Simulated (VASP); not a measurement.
# Pb8CS8O in VASP: notebook, part 2 of 2

VASP 6.6.1.

## 4. Single point, PBE

INCAR reads:

```
ALGO     = Normal         # electronic algorithm
DIPOL    = 0.5 0.5 0.285
EDIFF    = 1E-6           # SCF threshold, eV
ENCUT    = 520            # plane-wave cutoff, eV
GGA      = PE             # functional
IDIPOL   = 3            
ISIF     = 2              # what is computed and relaxed
ISMEAR   = 0              # smearing method
LASPH    = True           # aspherical terms in the spheres
LCHARG   = False          # write CHGCAR
LDIPOL   = True         
LREAL    = Auto         
LWAVE    = False          # write WAVECAR
NBANDS   = 100            # bands
NELM     = 100            # most SCF steps
PREC     = Accurate       # precision mode
SIGMA    = 0.05           # smearing width, eV
```

KPOINTS reads:

```
k-points
0
Gamma
  3 3 1
```

POSCAR reads:

```
Pb8CS8O
1.0
    8.4980431765      0.0000000000      0.0000000000
    0.0000000000      8.4980431765      0.0000000000
    0.0000000000      0.0000000000     20.7166259994
Pb S C O
8 8 1 1
Direct
    0.2500000000      0.2500000000      0.1930816341
    0.2500000000      0.7500000000      0.1930816341
    0.7500000000      0.2500000000      0.1930816341
    0.7500000000      0.7500000000      0.1930816341
    0.0000000000      0.0000000000      0.3242142808
    0.0000000000      0.5000000000      0.3242142808
    0.5000000000      0.0000000000      0.3242142808
    0.5000000000      0.5000000000      0.3242142808
    0.0000000000      0.0000000000      0.1930816341
    0.0000000000      0.5000000000      0.1930816341
    0.5000000000      0.0000000000      0.1930816341
    0.5000000000      0.5000000000      0.1930816341
    0.2500000000      0.2500000000      0.3230985962
    0.2500000000      0.7500000000      0.3230985962
    0.7500000000      0.2500000000      0.3230985962
    0.7500000000      0.7500000000      0.3230985962
    0.6829257350      0.0000000000      0.4979877515
    0.8170742650      0.0000000000      0.4979877515
```

Potentials or basis: VASP PAW PBE potentials, release 64 (Pb_d, S, C, O).

Started as:

```console
> cat potpaw_PBE.64/Pb_d/POTCAR potpaw_PBE.64/S/POTCAR potpaw_PBE.64/C/POTCAR potpaw_PBE.64/O/POTCAR > POTCAR
> mpirun -np 1 vasp_std > vasp.out
```

OUTCAR:

```text
EDIFF = 1E-6
   ENCUT = 520
   GGA = PE
   ISIF = 2
   ISMEAR = 0
   LASPH = True
   LREAL = Auto
   NELM = 100
   PREC = Accurate

 ion  position               nearest neighbor table
   1  0.250  0.250  0.193-  13 2.69  10 3.00  11 3.00  12 3.00   9 3.00   6 4.05   7 4.05   8 4.05
                             5 4.05
   2  0.250  0.750  0.193-  14 2.69  10 3.00  11 3.00  12 3.00   9 3.00   6 4.05   7 4.05   8 4.05
                             5 4.05
   3  0.750  0.250  0.193-  15 2.69  10 3.00  11 3.00  12 3.00   9 3.00   6 4.05   7 4.05   8 4.05
                             5 4.05
   4  0.750  0.750  0.193-  16 2.69  10 3.00  11 3.00  12 3.00   9 3.00   6 4.05   7 4.05   8 4.05
                             5 4.05
   5  0.000  0.000  0.324-   9 2.72  13 3.00  14 3.00  15 3.00  16 3.00   2 4.05   3 4.05   4 4.05
                             1 4.05
   6  0.000  0.500  0.324-  10 2.72  13 3.00  14 3.00  15 3.00  16 3.00   2 4.05   3 4.05   4 4.05
                             1 4.05
   7  0.500  0.000  0.324-  11 2.72  13 3.00  14 3.00  15 3.00  16 3.00   2 4.05   3 4.05   4 4.05
                             1 4.05
   8  0.500  0.500  0.324-  12 2.72  13 3.00  14 3.00  15 3.00  16 3.00   2 4.05   3 4.05   4 4.05
                             1 4.05
   9  0.000  0.000  0.193-   5 2.72   2 3.00   3 3.00   4 3.00   1 3.00
  10  0.000  0.500  0.193-   6 2.72   2 3.00   3 3.00   4 3.00   1 3.00
  11  0.500  0.000  0.193-   7 2.72   2 3.00   3 3.00   4 3.00   1 3.00
  12  0.500  0.500  0.193-   8 2.72   2 3.00   3 3.00   4 3.00   1 3.00
  13  0.250  0.250  0.323-   1 2.69   5 3.00   6 3.00   7 3.00   8 3.00
  14  0.250  0.750  0.323-   2 2.69   5 3.00   6 3.00   7 3.00   8 3.00
  15  0.750  0.250  0.323-   3 2.69   5 3.00   6 3.00   7 3.00   8 3.00
  16  0.750  0.750  0.323-   4 2.69   5 3.00   6 3.00   7 3.00   8 3.00
  17  0.683  0.000  0.498-  18 1.14
  18  0.817  0.000  0.498-  17 1.14

  LATTYP: Found a simple tetragonal cell.
 ALAT       =     8.4980431765
 C/A-ratio  =     2.4378113372

  Lattice vectors:

 A1 = (   8.4980431765,   0.0000000000,   0.0000000000)
 A2 = (   0.0000000000,   8.4980431765,   0.0000000000)
 A3 = (   0.0000000000,   0.0000000000,  20.7166259994)

Analysis of symmetry for initial positions (statically):
=====================================================================
 Subroutine PRICEL returns:
 Original cell was already a primitive cell.

 Routine SETGRP: Setting up the symmetry group for a
 simple tetragonal supercell.

 Subroutine GETGRP returns: Found  2 space group operations
 (whereof  2 operations were pure point group operations)
 out of a pool of 16 trial point group operations.

The static configuration has the point symmetry C_1h.

Analysis of symmetry for dynamics (positions and initial velocities):
=====================================================================
 Subroutine PRICEL returns:
 Original cell was already a primitive cell.

 Routine SETGRP: Setting up the symmetry group for a
 simple tetragonal supercell.

 Subroutine GETGRP returns: Found  2 space group operations
 (whereof  2 operations were pure point group operations)
 out of a pool of 16 trial point group operations.

The dynamic configuration has the point symmetry C_1h.

 Subroutine INISYM returns: Found  2 space group operations
 (whereof  2 operations are pure point group operations),
 and found     1 'primitive' translations

----------------------------------------------------------------------------------------

                                     Primitive cell

  volume of cell :    1496.0871

[... 89 lines left out ...]
 SYSTEM =  unknown system
   PREC   = accura    normal or accurate (medium, high low for compatibility)
   ISTART =      0    job   : 0-new  1-cont  2-samecut
   ICHARG =      2    charge: 1-file 2-atom 10-const
   ISPIN  =      1    spin polarized calculation?
   LNONCOLLINEAR =      F non collinear calculations
   LSORBIT =      F    spin-orbit coupling
   LASPH  =      T    aspherical Exc in radial PAW
   ENCUT  =  520.0 eV  38.22 Ry    6.18 a.u.  15.80 15.80 38.52*2*pi/ulx,y,z
   NELM   =    100;   NELMIN=  2; NELMDL= -5     # of ELM steps
   EDIFF  = 0.1E-05   stopping-criterion for ELM
   LREAL  =      T    real-space projection
   EDIFFG = 0.1E-04   stopping-criterion for IOM
   NSW    =      0    number of steps for IOM
   IBRION =     -1    ionic relax: 0-MD 1-quasi-New 2-CG
   NFREE  =      0    steps in history (QN), initial steepest desc. (CG)
   ISIF   =      2    stress and relaxation
   ISYM   =      2    0-nonsym 1-usesym 2-fastsym
   POTIM  = 0.5000    time-step for ionic-motion
   TEBEG  =    0.0;   TEEND  =   0.0 temperature during run
   PSTRESS=    0.0 pullay stress
   NELECT =     170.0000    total number of electrons
   NUPDOWN=      -1.0000    fix difference up-down
   EMIN   =  10.00;   EMAX   =-10.00  energy-range for DOS
   EFERMI =   0.00;   METHOD = LEGACY
   ISMEAR =     0;   SIGMA  =   0.05  broadening in eV -4-tet -1-fermi 0-gaus
   EFERMI_NEDOS =   21; number of points for ismear=-14 and -15
   IALGO  =     38    algorithm
   IMIX   =      4    mixing-type and parameters
     AMIX     =   0.40;   BMIX     =  1.00
     AMIX_MAG =   1.60;   BMIX_MAG =  1.00
  volume/ion in A,a.u.               =      83.12       560.89
  Fermi-wavevector in a.u.,A,eV,Ry     =   0.792937  1.498434  8.554657  0.628750
  Thomas-Fermi vector in A             =   1.898774
   LORBIT       =      0    0 simple, 1 ext, 2 COOP (PROOUT), +10 PAW based schemes
   GGA     = PE    functional components
   LHFCALC =     F    Hartree Fock is set to
   AEXX    =    0.0000 exact exchange contribution
   IVDW    =     0    specifies the selected vdW correction
   LEPSILON=     F    determine dielectric tensor
   LRPA    =     F    only Hartree local field effects (RPA)
 non-spin polarized calculation
 Gauss-broadening in eV      SIGMA  =   0.05
  energy-cutoff  :      520.00
  volume of cell :     1496.09
 maximum number of plane-waves:     40322
 NGX is ok and might be reduce to    64
   NGX = 31   NGY = 31   NGZ = 77

 number of electron     170.0000034 magnetization

 dipolmoment           0.000000      0.000000     -0.029176 electrons x Angstroem

 Free energy of the ion-electron system (eV)
  ---------------------------------------------------
  ext. energy  EPLUGINS =         0.00000000
  ---------------------------------------------------
  free energy    TOTEN  =       -84.01648646 eV

  energy without entropy =      -84.01648646  energy(sigma->0) =      -84.01648646

 E-fermi :  -1.5750     XC(G=0):  -3.4932

 val. band max:       -1.8672450341   @ k =   0.0000   0.0000   0.0000
 cond. band min:      -0.0309890469   @ k =   0.0000   0.0000   0.0000
 fundamental gap:      1.8362559873
 Fermi energy:        -1.5749851863

 k-point     1 :       0.0000    0.0000    0.0000
  band No.  band energies     occupation
      1     -26.5263      2.00000
      2     -18.1405      2.00000
      3     -18.1385      2.00000
      4     -18.1143      2.00000
      5     -18.0696      2.00000
      6     -18.0693      2.00000
[... 389 lines left out ...]
     96       1.3438      0.00000
     97       1.7850      0.00000
 [bands above 97 left out]

------------------------ aborting loop because EDIFF is reached ----------------------------------------

 vacuum level on the upper side and lower side of the slab       (xc-potential included)        -0.138        -0.033

  FORCE on cell =-STRESS in cart. coord.  units (eV):
  Direction    XX          YY          ZZ          XY          YZ          ZX
  --------------------------------------------------------------------------------------
  -------------------------------------------------------------------------------------
  Total        0.7177406      0.2114240     -0.4105469      0.0000000      0.0000000      0.0137880
  in kB        0.7686368      0.2264164     -0.4396595      0.0000000      0.0000000      0.0147657
  external PRESSURE =       0.1851312 kB  Pullay stress =       0.0000000 kB

 VOLUME and BASIS-vectors are now :
 -----------------------------------------------------------------------------
  energy-cutoff  :      520.00
  volume of cell :     1496.09
      direct lattice vectors                 reciprocal lattice vectors
     8.498043176  0.000000000  0.000000000     0.117674149  0.000000000  0.000000000
     0.000000000  8.498043176  0.000000000     0.000000000  0.117674149  0.000000000
     0.000000000  0.000000000 20.716625999     0.000000000  0.000000000  0.048270409

 POSITION                                       TOTAL-FORCE (eV/Angst)
 -----------------------------------------------------------------------------------
      2.12451      2.12451      4.00000        -0.000099     -0.001313     -0.153498
      2.12451      6.37353      4.00000        -0.000099      0.001313     -0.153498
      6.37353      2.12451      4.00000         0.000275     -0.004378     -0.160093
      6.37353      6.37353      4.00000         0.000275      0.004378     -0.160093
      0.00000      0.00000      6.71663         0.020785      0.000000      0.004561
      0.00000      4.24902      6.71663         0.009661      0.000000      0.002134
[... 10 lines left out ...]
      5.80353      0.00000     10.31663        -0.402054      0.000000     -0.035321
      6.94353      0.00000     10.31663         0.403619      0.000000      0.025760
 -----------------------------------------------------------------------------------
    total drift:                               -0.001280     -0.000000      0.003946

  FREE ENERGIE OF THE ION-ELECTRON SYSTEM (eV)
  ---------------------------------------------------
  free  energy   TOTEN  =       -84.0164864636 eV

  energy  without entropy=      -84.0164864636  energy(sigma->0) =      -84.01648646

 vacuum level on the upper side and lower side of the slab         2.737         2.831
```

Run time: 46 min. Hardware: 1 thread of Intel Xeon 8259CL, shared host; peak memory 1.4 GiB.

Results:

```yaml
Free_energy: -84.0165 eV
Largest_force: 0.404 eV/Å
Band_gap_on_the_k_mesh: 1.84 eV
```

Forces on the atoms (eV/Å):
```
Pb   0.000 -0.001 -0.153
Pb   0.000  0.001 -0.153
Pb   0.000 -0.004 -0.160
Pb   0.000  0.004 -0.160
Pb   0.021  0.000  0.005
Pb   0.010  0.000  0.002
Pb  -0.024  0.000  0.022
Pb  -0.010  0.000  0.002
S   -0.005  0.000  0.172
S   -0.003  0.000  0.178
S    0.004  0.000  0.168
S    0.003  0.000  0.178
S    0.001  0.001 -0.030
S    0.001 -0.001 -0.030
S    0.000  0.002 -0.016
S    0.000 -0.002 -0.016
C   -0.402  0.000 -0.035
O    0.404  0.000  0.026
```

Caveat: spin-orbit coupling is left out, which moves the levels of the heavy elements.

## 5. Single point, PBE

INCAR reads:

```
  ALGO = Normal
  DIPOL = 0.5 0.5 0.273
  EDIFF = 1E-6
  ENCUT = 520
  GGA = PE
  IDIPOL = 3
  ISIF = 2
  ISMEAR = 0
  LASPH = True
  LCHARG = False
  LDIPOL = True
  LREAL = Auto
  LWAVE = False
  NBANDS = 100
  NELM = 100
  PREC = Accurate
  SIGMA = 0.05
```

KPOINTS is that of step 4.

POSCAR: that of step 4 with these lines changed.

```diff
@@ -24,3 +24,3 @@
     0.7500000000      0.7500000000      0.3230985962
-    0.6829257350      0.0000000000      0.4979877515
-    0.8170742650      0.0000000000      0.4979877515
+    0.6888094425      0.0000000000      0.3937236691
+    0.8111905575      0.0000000000      0.3937236691
```

Started as:

```console
> cat potpaw_PBE.64/Pb_d/POTCAR potpaw_PBE.64/S/POTCAR potpaw_PBE.64/C/POTCAR potpaw_PBE.64/O/POTCAR > POTCAR
> mpirun -np 1 vasp_std > vasp.out
```

It took 55 min on 1 thread of Intel Xeon 8259CL, shared host; peak memory 1.4 GiB.

The run converged. Its results:

| Quantity | Value |
| --- | --- |
| Free energy | -79.2098 eV |
| Largest force | 17.589 eV/Å |
| Band gap on the k mesh | 1.39 eV |

Forces on the atoms (eV/Å):
```
Pb    0.046  -0.126  -0.257
Pb    0.046   0.126  -0.257
Pb   -0.079  -0.105  -0.329
Pb   -0.079   0.105  -0.329
Pb    3.432   0.000  -2.887
Pb    0.148   0.000  -0.117
Pb   -3.413   0.000  -2.722
Pb   -0.060   0.000  -0.124
S    -0.115   0.000  -0.209
S     0.010   0.000   0.272
S     0.181   0.000  -0.508
S    -0.032   0.000   0.237
S    -0.015   0.226   0.192
S    -0.015  -0.226   0.192
S    -0.188   1.076  -0.775
S    -0.188  -1.076  -0.775
C   -16.649   0.000   3.770
O    16.971   0.000   4.624
```

Levels at points of the mesh, in eV from the valence-band top:
| k point | band 83 | band 84 | band 85 | band 86 | band 87 | band 88 |
| --- | --- | --- | --- | --- | --- | --- |
| (0.00, 0.00, 0.00) | -0.14 | -0.07 | 0.00 | 1.39 | 1.56 | 1.78 |

Caveat: spin-orbit coupling is left out, which moves the levels of the heavy elements.

## 6. The runs side by side

```csv
cell,gap on the mesh (eV),largest force (eV/Å)
"as given, atomic positions A",0.49,10.32
"as given, atomic positions B",0.25,11.72
"as given, atomic positions C",1.84,0.40
"as given, atomic positions D",1.39,17.59
```

Alike in all rows: task single point; level PBE; potentials or basis VASP PAW PBE potentials, release 64 (Pb_d, S, C, O); no spin polarisation; k mesh 3 × 3 × 1; cutoff (eV) 520; smearing gaussian 0.05 eV.

Caveats: spin-orbit coupling is left out, which moves the levels of the heavy elements.

Total energies depend on the potentials used, so only differences within one code and one set of settings carry meaning.
